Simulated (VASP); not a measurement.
# CsBr (Pm-3m) in VASP: further runs, part 2 of 2

VASP 6.6.1.

**3. Single point, r2SCAN**

This run uses another cell than the first one, of 40.38 Å³/atom.

POSCAR reads:

```
CsBr
1.0
    4.3225918544      0.0000000000      0.0000000000
    0.0000000000      4.3225918544      0.0000000000
    0.0000000000      0.0000000000      4.3225918544
Cs Br
1 1
Direct
    0.0000000000      0.0000000000      0.0000000000
    0.5000000000      0.5000000000      0.5000000000
```

INCAR.step1 reads:

```
PREC = Accurate
ENCUT = 550
ISMEAR = -1
SIGMA = 0.05
LREAL = F
LASPH = T
NELM = 120
NBANDS = 15
GGA = PE
ALGO = Normal
EDIFF = 1E-5
LWAVE = T
LCHARG = F
GGA_COMPAT = F
```

INCAR.step2 reads:

```
PREC = Accurate
ENCUT = 550
EDIFF = 1E-6
ISMEAR = -1
SIGMA = 0.05
LREAL = F
LASPH = T
NELM = 120
ALGO = Normal
ISIF = 2
LWAVE = F
LCHARG = T
METAGGA = R2SCAN
LMIXTAU = T
LELF = T
LVHAR = T
NBANDS = 15
ISTART = 1
GGA_COMPAT = F
```

KPOINTS reads:

```
Automatic mesh
0
Gamma
  10 10 10
```

Potentials or basis: VASP PAW PBE potentials, release 64 (Cs_sv, Br).

Launch:

```bash
cat potpaw_PBE.64/Cs_sv/POTCAR potpaw_PBE.64/Br/POTCAR > POTCAR
cp INCAR.step1 INCAR
mpirun -np 1 vasp_std > vasp.out
cp INCAR.step2 INCAR
mpirun -np 1 vasp_std > vasp.out
```

It took 87 s on 1 thread of Intel Xeon 6975P-C (Granite Rapids), shared host; peak memory 0.26 GiB.

It converged, with:

| Property | Result |
| --- | --- |
| Free energy | -42.3255 eV |
| Pressure | 0.1 GPa |
| Band gap on the k mesh | 5.18 eV (least direct gap 5.18 eV) |

Levels at points of the mesh, in eV from the valence-band top:
```
           k point  band 4  band 5  band 6  band 7  band 8  band 9  band 10  band 11  band 12  band 13
(0.00, 0.00, 0.00)   -6.57   -6.57   -0.01   -0.01   -0.01    5.18     5.42     5.42     9.74     9.74
(0.50, 0.00, 0.00)   -6.47   -6.47   -1.25   -0.19   -0.19    6.43     7.84     8.36     8.94     9.48
(0.50, 0.50, 0.00)   -7.12   -6.41   -0.58   -0.58    0.00    5.83     6.11     7.85     7.85    11.63
(0.50, 0.50, 0.50)   -6.95   -6.95   -1.12   -1.12   -1.12    8.88     8.88     8.88     9.77     9.77
```

Caveat: the PAW data sets were made with another functional, which shifts forces and pressure a little; spin-orbit coupling is left out, which moves the levels of the heavy elements. A k mesh can miss the band edges.

**4. Relaxation of cell and atoms, r2SCAN, target pressure 30 GPa, at which the enthalpy is minimised**

This run uses another cell than the first one, of 40.38 Å³/atom.

POSCAR is that of step 3.

INCAR.step1 reads:

```
SYSTEM = CsBr
PREC = Accurate
ENCUT = 550
ISMEAR = 0
SIGMA = 0.01
LREAL = .FALSE.
LASPH = .TRUE.
NELM = 120
GGA = PE
ALGO = Normal
EDIFF = 1E-5
LWAVE = .TRUE.
LCHARG = .FALSE.
GGA_COMPAT = .FALSE.
IBRION = 2
ISIF = 3
EDIFFG = -0.005
NELMIN = 4
NSW = 100
```

INCAR.step2 reads:

```
SYSTEM = CsBr
PREC = Accurate
ENCUT = 550
EDIFF = 1E-7
ISMEAR = 0
SIGMA = 0.01
LREAL = .FALSE.
LASPH = .TRUE.
NELM = 120
ALGO = Normal
ISIF = 3
LWAVE = .FALSE.
LCHARG = .FALSE.
METAGGA = R2SCAN
LMIXTAU = .TRUE.
IBRION = 2
NSW = 100
EDIFFG = -0.002
PSTRESS = 300.0
ISTART = 1
GGA_COMPAT = .FALSE.
NELMIN = 4
```

KPOINTS reads:

```
regular mesh
0
G
  6 6 6
  0 0 0
```

Launch:

```bash
cat potpaw_PBE.64/Cs_sv/POTCAR potpaw_PBE.64/Br/POTCAR > POTCAR
cp INCAR.step1 INCAR
mpirun -np 1 vasp_std > vasp.out
cp INCAR.step2 INCAR
mpirun -np 1 vasp_std > vasp.out
```

Run time: 6.8 min. Hardware: 1 thread of Intel Xeon 6975P-C (Granite Rapids), shared host; peak memory 0.25 GiB.

It converged, with:

```
Free energy                                                : -40.4889 eV
Relaxed volume                                             : 24.12 Å³/atom
Relaxed cell                                               : a = 3.640 Å, b = 3.640 Å, c = 3.640 Å, α = 90.00°, β = 90.00°, γ = 90.00°
Space group after relaxing (to 0.1 Å)                      : Pm-3m (No. 221)
Energy change on relaxing (the run minimises the enthalpy) : +918.3 meV/atom
Ionic steps                                                : 18
Pressure after relaxing                                    : 30.0 GPa
Band gap on the k mesh                                     : 3.81 eV
```

Step by step:
```
step  energy change (eV)  largest force (eV/Å)  pressure (GPa)  volume (Å³)
   1              0.0000                0.0000            0.06        80.77
   2             28.4467                0.0000          512.18        20.77
   3              0.8929                0.0000           16.20        54.98
   4              1.2632                0.0000           21.65        51.83
   5              1.8846                0.0000           30.70        47.98
   6              1.7823                0.0000           29.20        48.53
   7              1.7844                0.0000           29.25        48.52
   8              1.7910                0.0000           29.33        48.48
   9              1.7911                0.0000           29.34        48.48
  10              1.7913                0.0000           29.34        48.48
  11              1.7917                0.0000           29.34        48.48
  12              1.7925                0.0000           29.36        48.47
  13              1.7941                0.0000           29.38        48.46
  14              1.7974                0.0000           29.43        48.45
  15              1.8039                0.0000           29.52        48.41
  16              1.8169                0.0000           29.71        48.34
  17              1.8433                0.0000           30.10        48.20
  18              1.8365                0.0000           30.00        48.24
```

Final structure:
```
CELL_PARAMETERS angstrom
3.64019 0.00000 0.00000
0.00000 3.64019 0.00000
0.00000 0.00000 3.64019
ATOMIC_POSITIONS crystal
Cs 0.00000 0.00000 0.00000
Br 0.50000 0.50000 0.50000
```

Levels at points of the mesh, in eV from the valence-band top:
```
           k point  band 5  band 6  band 7  band 8  band 9  band 10  band 11  band 12
(0.00, 0.00, 0.00)   -6.66    0.00    0.00    0.00    3.81     3.81     8.28    10.71
(0.50, 0.00, 0.00)   -6.02   -2.99   -1.26   -1.26    5.64     7.98    10.28    11.70
(0.50, 0.50, 0.00)   -5.73   -0.75   -0.75   -0.68    5.55     5.97     7.46     7.46
(0.50, 0.50, 0.50)   -7.73   -3.47   -3.47   -3.47   11.60    11.60    11.60    12.82
```

Caveat: the cell is relaxed towards a set pressure, so the run minimises the enthalpy, not the energy; the volume moved by over 15 % at a fixed basis, so the end points are rough; the PAW data sets were made with another functional, which shifts forces and pressure a little; spin-orbit coupling is left out, which moves the levels of the heavy elements. A k mesh can miss the band edges.

**5. Relaxation of cell and atoms, r2SCAN**

This run uses another cell than the first one, of 39.37 Å³/atom.

POSCAR reads:

```
CsBr
1.0
    4.2860000000      0.0000000000      0.0000000000
    0.0000000000      4.2860000000      0.0000000000
    0.0000000000      0.0000000000      4.2860000000
Cs Br
1 1
Direct
    0.0000000000      0.0000000000      0.0000000000
    0.5000000000      0.5000000000      0.5000000000
```

INCAR.step1 reads:

```
SYSTEM = CsBr
ALGO = Normal
EDIFF = 1E-5
EDIFFG = -0.005
ENCUT = 550
GGA = PE
GGA_COMPAT = .False.
IBRION = 2
ISIF = 3
ISMEAR = -1
LASPH = .True.
LCHARG = .False.
LREAL = .False.
LWAVE = .True.
NELM = 120
NELMIN = 4
NSW = 100
PREC = Accurate
SIGMA = 0.05
```

INCAR.step2 reads:

```
SYSTEM = CsBr
ALGO = Normal
EDIFF = 1E-7
EDIFFG = -0.002
ENCUT = 550
GGA_COMPAT = .False.
IBRION = 2
ISIF = 3
ISMEAR = -1
ISTART = 1
LASPH = .True.
LCHARG = .False.
LMIXTAU = .True.
LREAL = .False.
LWAVE = .False.
METAGGA = R2SCAN
NELM = 120
NELMIN = 4
NSW = 100
PREC = Accurate
SIGMA = 0.05
```

KPOINTS reads:

```
k-points
0
Gamma
  10 10 10
  0 0 0
```

Launch:

```bash
cat potpaw_PBE.64/Cs_sv/POTCAR potpaw_PBE.64/Br/POTCAR > POTCAR
cp INCAR.step1 INCAR
mpirun -np 1 vasp_std > vasp.out
cp INCAR.step2 INCAR
mpirun -np 1 vasp_std > vasp.out
```

Wall time 4.2 min (1 thread of Intel Xeon 6975P-C (Granite Rapids), shared host); peak memory 0.26 GiB.

The run converged. Its results:

```
Free energy                           : -42.3254 eV
Relaxed volume                        : 40.54 Å³/atom
Relaxed cell                          : a = 4.328 Å, b = 4.328 Å, c = 4.328 Å, α = 90.00°, β = 90.00°, γ = 90.00°
Space group after relaxing (to 0.1 Å) : Pm-3m (No. 221)
Energy gained by relaxing             : 1.7 meV/atom
Ionic steps                           : 3
Pressure after relaxing               : 0.0 GPa
Band gap on the k mesh                : 5.16 eV (least direct gap 5.17 eV)
```

Step by step:
| step | energy change (eV) | largest force (eV/Å) | pressure (GPa) | volume (Å³) |
| --- | --- | --- | --- | --- |
| 1 | 0.0000 | 0.0000 | 0.49 | 78.73 |
| 2 | -0.0029 | 0.0000 | 0.19 | 80.10 |
| 3 | -0.0034 | 0.0000 | 0.00 | 81.07 |

Final structure:
```xyz
2
Lattice="4.3280 0.0000 0.0000 0.0000 4.3280 0.0000 0.0000 0.0000 4.3280" Properties=species:S:1:pos:R:3 pbc="T T T"
Cs    0.0000    0.0000    0.0000
Br    2.1640    2.1640    2.1640
```

Levels at points of the mesh, in eV from the valence-band top:
```tsv
k point	band 5	band 6	band 7	band 8	band 9	band 10	band 11	band 12
(0.00, 0.00, 0.00)	-6.58	-0.01	-0.01	-0.01	5.16	5.43	5.43	9.73
(0.50, 0.00, 0.00)	-6.48	-1.25	-0.19	-0.19	6.43	7.82	8.33	8.94
(0.50, 0.50, 0.00)	-6.42	-0.58	-0.58	0.00	5.83	6.10	7.84	7.84
(0.50, 0.50, 0.50)	-6.96	-1.11	-1.11	-1.11	8.86	8.86	8.86	9.75
```

Caveat: the PAW data sets were made with another functional, which shifts forces and pressure a little; spin-orbit coupling is left out, which moves the levels of the heavy elements. A k mesh can miss the band edges.

**6. Overview**

| task | cell | k mesh | smearing | gap on the mesh (eV) | pressure (GPa) |
| --- | --- | --- | --- | --- | --- |
| single point | a = 3.634 Å, 2 atoms | 6 × 6 × 6 | gaussian 0.01 eV | 3.78 | 30.7 |
| single point | a = 4.323 Å, 2 atoms | 10 × 10 × 10 | fermi-dirac 0.05 eV | 5.18 | 0.1 |
| relaxation of cell and atoms | relaxed to 30 GPa from a = 4.323 Å, 2 atoms | 6 × 6 × 6 | gaussian 0.01 eV | 3.81 | 30.0 |
| relaxation of cell and atoms | relaxed from a = 4.286 Å, 2 atoms | 10 × 10 × 10 | fermi-dirac 0.05 eV | 5.16 | 0.0 |

Alike in all rows: level r2SCAN; potentials or basis VASP PAW PBE potentials, release 64 (Cs_sv, Br); no spin polarisation; cutoff (eV) 550.

Caveats: the PAW data sets were made with another functional, which shifts forces and pressure a little; spin-orbit coupling is left out, which moves the levels of the heavy elements; the cell stands under pressure (at least some runs); the cell is relaxed towards a set pressure, so the run minimises the enthalpy, not the energy (at least some runs); the volume moved by over 15 % at a fixed basis, so the end points are rough (at least some runs).

Total energies depend on the potentials used, so only differences within one code and one set of settings carry meaning.
